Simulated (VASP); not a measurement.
# TaN (rocksalt type) (Fm-3m) in VASP: notebook

The runs below take TaN (rocksalt type) through single point, with LDA.

All numbers are computed with VASP 6.6.1; they aren't measurements. Logs are shortened: lines on timing, memory, paths and dates and some standing lists are left out, and cuts for length are marked.

**1. The cell of the first run**

It takes space group Fm-3m (No. 225, cubic). Conventional cell: a = 4.036 Å, b = 4.036 Å, c = 4.036 Å, α = 90.00°, β = 90.00°, γ = 90.00°. Ta (site symmetry m-3m) has 6 N at 2.02 Å within 2.7 Å. Within 2.7 Å of N (site symmetry m-3m) lie 6 Ta at 2.02 Å.

**2. Single point, LDA (8.22 Å³/atom)**

Contents of INCAR:

```
SYSTEM = TaN
PREC = Accurate
ENCUT = 520
EDIFF = 1E-6
ISMEAR = -1
SIGMA = 0.05
LREAL = .False.
LASPH = .True.
NELM = 60
ALGO = Normal
ISIF = 2
LWAVE = .False.
LCHARG = .False.
NBANDS = 15
```

Contents of KPOINTS:

```
regular mesh
0
Gamma
  15 15 15
  0 0 0
```

Contents of POSCAR:

```
TaN
1.0
    0.0000000000      2.0181655479      2.0181655479
    2.0181655479      0.0000000000      2.0181655479
    2.0181655479      2.0181655479      0.0000000000
Ta N
1 1
Direct
    0.0000000000      0.0000000000      0.0000000000
    0.5000000000      0.5000000000      0.5000000000
```

Potentials or basis: VASP PAW LDA potentials, release 64 (Ta_pv, N).

Command:

```bash
> cat potpaw_LDA.64/Ta_pv/POTCAR potpaw_LDA.64/N/POTCAR > POTCAR
> mpirun -np 1 vasp_std > vasp.out
```

OUTCAR:

```text
SYSTEM = TaN
   PREC = Accurate
   ENCUT = 520
   EDIFF = 1E-6
   ISMEAR = -1
   LREAL = .False.
   LASPH = .True.
   NELM = 60
   ISIF = 2

 ion  position               nearest neighbor table
   1  0.000  0.000  0.000-   2 2.02   2 2.02   2 2.02   2 2.02   2 2.02   2 2.02
   2  0.500  0.500  0.500-   1 2.02   1 2.02   1 2.02   1 2.02   1 2.02   1 2.02

  LATTYP: Found a face centered cubic cell.
 ALAT       =     4.0363310958

  Lattice vectors:

 A1 = (   0.0000000000,   2.0181655479,   2.0181655479)
 A2 = (   2.0181655479,   0.0000000000,   2.0181655479)
 A3 = (   2.0181655479,   2.0181655479,   0.0000000000)

Analysis of symmetry for initial positions (statically):
=====================================================================
 Subroutine PRICEL returns:
 Original cell was already a primitive cell.

 Routine SETGRP: Setting up the symmetry group for a
 face centered cubic supercell.

 Subroutine GETGRP returns: Found 48 space group operations
 (whereof 48 operations were pure point group operations)
 out of a pool of 48 trial point group operations.

The static configuration has the point symmetry O_h .

Analysis of symmetry for dynamics (positions and initial velocities):
=====================================================================
 Subroutine PRICEL returns:
 Original cell was already a primitive cell.

 Routine SETGRP: Setting up the symmetry group for a
 face centered cubic supercell.

 Subroutine GETGRP returns: Found 48 space group operations
 (whereof 48 operations were pure point group operations)
 out of a pool of 48 trial point group operations.

The dynamic configuration has the point symmetry O_h .

 Subroutine INISYM returns: Found 48 space group operations
 (whereof 48 operations are pure point group operations),
 and found     1 'primitive' translations

----------------------------------------------------------------------------------------

                                     Primitive cell

  volume of cell :      16.4399

  direct lattice vectors                    reciprocal lattice vectors
     0.000000000  2.018165548  2.018165548    -0.247749745  0.247749745  0.247749745
     2.018165548  0.000000000  2.018165548     0.247749745 -0.247749745  0.247749745
     2.018165548  2.018165548  0.000000000     0.247749745  0.247749745 -0.247749745

  length of vectors
     2.854117089  2.854117089  2.854117089     0.429115146  0.429115146  0.429115146

  position of ions in fractional coordinates (direct lattice)
     0.000000000  0.000000000  0.000000000
     0.500000000  0.500000000  0.500000000

  ion indices of the primitive-cell ions
   primitive index   ion index
                 1           1
                 2           2

----------------------------------------------------------------------------------------

 KPOINTS: regular mesh

Automatic generation of k-mesh.
 Grid dimensions read from file:
 generate k-points for:   15   15   15

 Generating k-lattice:

  Cartesian coordinates                     Fractional coordinates (reciprocal lattice)
    -0.016516650  0.016516650  0.016516650     0.066666667  0.000000000  0.000000000
     0.016516650 -0.016516650  0.016516650     0.000000000  0.066666667  0.000000000
     0.016516650  0.016516650 -0.016516650     0.000000000  0.000000000  0.066666667

  Length of vectors
     0.028607676  0.028607676  0.028607676

  Shift w.r.t. Gamma in fractional coordinates (k-lattice)
     0.000000000  0.000000000  0.000000000

 Subroutine IBZKPT returns following result:
 ===========================================

 Found    120 irreducible k-points:

 Following reciprocal coordinates:
            Coordinates               Weight
  0.000000  0.000000  0.000000      1.000000
  0.066667  0.000000  0.000000      8.000000
  0.133333  0.000000  0.000000      8.000000
  0.200000  0.000000  0.000000      8.000000
  0.266667  0.000000  0.000000      8.000000
  0.333333  0.000000  0.000000      8.000000
[... 16 lines left out ...]
  0.133333  0.133333  0.000000      6.000000
  0.200000  0.133333  0.000000     24.000000
 [... further k-points ...]
   k-points           NKPTS =    120   k-points in BZ     NKDIM =    120   number of bands    NBANDS=     15
   number of dos      NEDOS =    301   number of ions     NIONS =      2
   total plane-waves  NPLWV =  13824
   dimension x,y,z NGX =    24 NGY =   24 NGZ =   24
   dimension x,y,z NGXF=    48 NGYF=   48 NGZF=   48
   ions per type =               1   1
   NGX,Y,Z   is equivalent  to a cutoff of  13.98, 13.98, 13.98 a.u.
   NGXF,Y,Z  is equivalent  to a cutoff of  27.96, 27.96, 27.96 a.u.
 SYSTEM =  TaN
   PREC   = accura    normal or accurate (medium, high low for compatibility)
   ISTART =      0    job   : 0-new  1-cont  2-samecut
   ICHARG =      2    charge: 1-file 2-atom 10-const
   ISPIN  =      1    spin polarized calculation?
   LNONCOLLINEAR =      F non collinear calculations
   LSORBIT =      F    spin-orbit coupling
   LASPH  =      T    aspherical Exc in radial PAW
   ENCUT  =  520.0 eV  38.22 Ry    6.18 a.u.   5.31  5.31  5.31*2*pi/ulx,y,z
   NELM   =     60;   NELMIN=  2; NELMDL= -5     # of ELM steps
   EDIFF  = 0.1E-05   stopping-criterion for ELM
   LREAL  =      F    real-space projection
   EDIFFG = 0.1E-04   stopping-criterion for IOM
   NSW    =      0    number of steps for IOM
   IBRION =     -1    ionic relax: 0-MD 1-quasi-New 2-CG
   NFREE  =      0    steps in history (QN), initial steepest desc. (CG)
   ISIF   =      2    stress and relaxation
   ISYM   =      2    0-nonsym 1-usesym 2-fastsym
   POTIM  = 0.5000    time-step for ionic-motion
   TEBEG  =    0.0;   TEEND  =   0.0 temperature during run
   PSTRESS=    0.0 pullay stress
   NELECT =      16.0000    total number of electrons
   NUPDOWN=      -1.0000    fix difference up-down
   EMIN   =  10.00;   EMAX   =-10.00  energy-range for DOS
   EFERMI =   0.00;   METHOD = LEGACY
   ISMEAR =    -1;   SIGMA  =   0.05  broadening in eV -4-tet -1-fermi 0-gaus
   EFERMI_NEDOS =   21; number of points for ismear=-14 and -15
   IALGO  =     38    algorithm
   IMIX   =      4    mixing-type and parameters
     AMIX     =   0.40;   BMIX     =  1.00
     AMIX_MAG =   1.60;   BMIX_MAG =  1.00
  volume/ion in A,a.u.               =       8.22        55.47
  Fermi-wavevector in a.u.,A,eV,Ry     =   1.622363  3.065822 35.811374  2.632062
  Thomas-Fermi vector in A             =   2.715988
   LORBIT       =      0    0 simple, 1 ext, 2 COOP (PROOUT), +10 PAW based schemes
   GGA     = CA    functional components
   LHFCALC =     F    Hartree Fock is set to
   AEXX    =    0.0000 exact exchange contribution
   IVDW    =     0    specifies the selected vdW correction
   LEPSILON=     F    determine dielectric tensor
   LRPA    =     F    only Hartree local field effects (RPA)
 non-spin polarized calculation
  energy-cutoff  :      520.00
  volume of cell :       16.44
 maximum number of plane-waves:       459
 NGX is ok and might be reduce to    24
   NGX = 11   NGY = 11   NGZ = 11

 number of electron      16.0000001 magnetization

 Free energy of the ion-electron system (eV)
  ---------------------------------------------------
  ext. energy  EPLUGINS =         0.00000000
  ---------------------------------------------------
  free energy    TOTEN  =       -22.63073418 eV

  energy without entropy =      -22.62725491  energy(sigma->0) =      -22.62899454

 E-fermi :  12.5921     XC(G=0): -15.1074

 val. band max:       12.5893535139   @ k =   0.2667   0.0667   0.0000
 cond. band min:      12.6562031651   @ k =   0.0000   0.0000   0.0000
 fundamental gap:      0.0668496512
 Fermi energy:        12.5920783208

 k-point     1 :       0.0000    0.0000    0.0000
  band No.  band energies     occupation
      1     -22.4564      2.00000
      2     -22.4564      2.00000
      3     -22.4564      2.00000
      4      -8.1099      2.00000
      5       8.1202      2.00000
      6       8.1202      2.00000
      7       8.1202      2.00000
      8       9.6164      2.00000
      9       9.6164      2.00000
     10       9.6164      2.00000
     11      12.6562      0.43425
     12      12.6562      0.43425
     13      16.9532      0.00000
     14      22.1320      0.00000
     15      24.6065      0.00000

 k-point     2 :       0.0667    0.0000    0.0000
  band No.  band energies     occupation
      1     -22.5686      2.00000
      2     -22.4643      2.00000
      3     -22.4643      2.00000
      4      -7.9199      2.00000
      5       7.3940      2.00000
      6       7.5456      2.00000
      7       7.5456      2.00000
      8       9.8728      2.00000
      9       9.8728      2.00000
     10      10.0377      2.00000
     11      13.3068      0.00000
     12      13.3068      0.00000
     13      17.2464      0.00000
     14      22.5969      0.00000
     15      24.6064      0.00000

 k-point     3 :       0.1333    0.0000    0.0000
  band No.  band energies     occupation
      1     -22.8740      2.00000
      2     -22.4867      2.00000
      3     -22.4867      2.00000
      4      -7.3871      2.00000
      5       6.0710      2.00000
      6       6.4705      2.00000
      7       6.4705      2.00000
      8      10.4311      2.00000
      9      10.4311      2.00000
     10      10.6031      2.00000
     11      14.8020      0.00000
     12      14.8020      0.00000
     13      18.0083      0.00000
     14      23.8914      0.00000
     15      24.6061      0.00000
[... 343 lines left out ...]
 k-point    23 :       0.1333    0.1333    0.0000
  band No.  band energies     occupation
      1     -22.8474      2.00000
      2     -22.5766      2.00000
      3     -22.5766      2.00000
      4      -7.2176      2.00000
      5       4.7597      2.00000
      6       7.1704      2.00000
      7       7.1704      2.00000
      8       8.5156      2.00000
      9      11.8770      2.00000
     10      11.8770      2.00000
     11      13.0601      0.00017
     12      15.5581      0.00000
     13      19.0479      0.00000
     14      24.4088      0.00000
     15      24.6061      0.00000

 k-point    24 :       0.2000    0.1333    0.0000
  band No.  band energies     occupation
      1     -23.1177      2.00000
      2     -22.6337      2.00000
      3     -22.6101      2.00000
      4      -6.7271      2.00000
      5       3.8482      2.00000
      6       6.4772      2.00000
      7       6.7109      2.00000
      8       8.5653      2.00000
      9      12.5189      1.62419
     10      12.6665      0.36847
     11      13.9869      0.00000
     12      16.4252      0.00000
     13      20.2449      0.00000
     14      24.6055      0.00000
     15      25.7604      0.00000

 [... further k-points ...]

------------------------ aborting loop because EDIFF is reached ----------------------------------------

  FORCE on cell =-STRESS in cart. coord.  units (eV):
  Direction    XX          YY          ZZ          XY          YZ          ZX
  --------------------------------------------------------------------------------------
  -------------------------------------------------------------------------------------
  Total       14.5417521     14.5417521     14.5417521     -0.0000000      0.0000000     -0.0000000
  in kB     1417.1863418   1417.1863418   1417.1863418     -0.0000000      0.0000000     -0.0000000
  external PRESSURE =    1417.1863418 kB  Pullay stress =       0.0000000 kB

 VOLUME and BASIS-vectors are now :
 -----------------------------------------------------------------------------
  energy-cutoff  :      520.00
  volume of cell :       16.44
      direct lattice vectors                 reciprocal lattice vectors
     0.000000000  2.018165548  2.018165548    -0.247749745  0.247749745  0.247749745
     2.018165548  0.000000000  2.018165548     0.247749745 -0.247749745  0.247749745
     2.018165548  2.018165548  0.000000000     0.247749745  0.247749745 -0.247749745

 POSITION                                       TOTAL-FORCE (eV/Angst)
 -----------------------------------------------------------------------------------
      0.00000      0.00000      0.00000        -0.000000      0.000000      0.000000
      2.01817      2.01817      2.01817         0.000000     -0.000000     -0.000000
 -----------------------------------------------------------------------------------
    total drift:                                0.000000     -0.000000     -0.000000

  FREE ENERGIE OF THE ION-ELECTRON SYSTEM (eV)
  ---------------------------------------------------
  free  energy   TOTEN  =       -22.6307341823 eV

  energy  without entropy=      -22.6272549054  energy(sigma->0) =      -22.62899454
```

It took 12 s on 1 thread of Intel Xeon Platinum 8488C (Sapphire Rapids), shared host; peak memory 0.15 GiB.

What came out:

```
Free energy            : -22.6307 eV
Pressure               : 141.7 GPa
Band gap on the k mesh : zero (bands 8 and 9 overlap by 5.64 eV)
```

Caveat: the cell stands under pressure; spin-orbit coupling is left out, which moves the levels of the heavy elements.

**3. Single point, LDA (9.04 Å³/atom)**

This run uses another cell than the first one, of 9.04 Å³/atom.

Contents of INCAR:

```
SYSTEM = TaN
PREC = Accurate ; ENCUT = 520
EDIFF = 1E-6 ; ISMEAR = -1
SIGMA = 0.05 ; LREAL = .FALSE.
LASPH = .TRUE. ; NELM = 60
ALGO = Normal ; ISIF = 2
LWAVE = .FALSE. ; LCHARG = .FALSE.
GGA = CA ; NBANDS = 15
```

Contents of KPOINTS:

```
regular mesh
0
G
  15 15 15
  0 0 0
```

Contents of POSCAR:

```
TaN
1.0
    0.0000000000      2.0833121648      2.0833121648
    2.0833121648      0.0000000000      2.0833121648
    2.0833121648      2.0833121648      0.0000000000
Ta N
1 1
Direct
    0.0000000000      0.0000000000      0.0000000000
    0.5000000000      0.5000000000      0.5000000000
```

Potentials or basis: VASP PAW LDA potentials, release 64 (Ta_pv, N).

Command:

```bash
> cat potpaw_LDA.64/Ta_pv/POTCAR potpaw_LDA.64/N/POTCAR > POTCAR
> mpirun -np 1 vasp_std > vasp.out
```

It took 13 s on 1 thread of Intel Xeon Platinum 8488C (Sapphire Rapids), shared host; peak memory 0.15 GiB.

It converged, with:

* Free energy: -23.6755 eV
* Pressure: 67.1 GPa
* Band gap on the k mesh: zero (bands 8 and 9 overlap by 4.95 eV)

Levels at points of the mesh, in eV from the Fermi level:
| k point | band 5 | band 6 | band 7 | band 8 | band 9 | band 10 | band 11 | band 12 |
| --- | --- | --- | --- | --- | --- | --- | --- | --- |
| (0.00, 0.00, 0.00) | -4.22 | -4.22 | -4.22 | -2.63 | -2.63 | -2.63 | 0.04 | 0.04 |

Caveat: the cell stands under pressure; spin-orbit coupling is left out, which moves the levels of the heavy elements.

**4. Single point, LDA (9.04 Å³/atom)**

This run uses another cell than the first one, of 9.04 Å³/atom.

Contents of INCAR:

```
SYSTEM = TaN
PREC     = Accurate       ! precision mode
ENCUT    = 520            ! plane-wave cutoff, eV
EDIFF    = 1E-6           ! SCF threshold, eV
ISMEAR   = -1             ! smearing method
SIGMA    = 0.05           ! smearing width, eV
LREAL    = .False.        ! projectors in reciprocal space
LASPH    = .True.         ! aspherical terms in the spheres
NELM     = 80             ! most SCF steps
ALGO     = Normal         ! electronic algorithm
ISIF     = 2              ! what is computed and relaxed
LWAVE    = .False.        ! write WAVECAR
LCHARG   = .False.        ! write CHGCAR
NBANDS   = 15             ! bands
```

Contents of KPOINTS:

```
Automatic mesh
0
Gamma
  15 15 15
  0 0 0
```

POSCAR is that of step 3.

Command:

```bash
> cat potpaw_LDA.64/Ta_pv/POTCAR potpaw_LDA.64/N/POTCAR > POTCAR
> mpirun -np 1 vasp_std > vasp.out
```

It took 13 s on 1 thread of Intel Xeon Platinum 8488C (Sapphire Rapids), shared host; peak memory 0.16 GiB.

It converged, with:

| Property | Result |
| --- | --- |
| Free energy | -23.6755 eV |
| Pressure | 67.1 GPa |
| Band gap on the k mesh | zero (bands 8 and 9 overlap by 4.95 eV) |

Levels at points of the mesh, in eV from the Fermi level:
```tsv
k point	band 5	band 6	band 7	band 8	band 9	band 10	band 11	band 12
(0.00, 0.00, 0.00)	-4.22	-4.22	-4.22	-2.63	-2.63	-2.63	0.04	0.04
```

Caveat: the cell stands under pressure; spin-orbit coupling is left out, which moves the levels of the heavy elements.
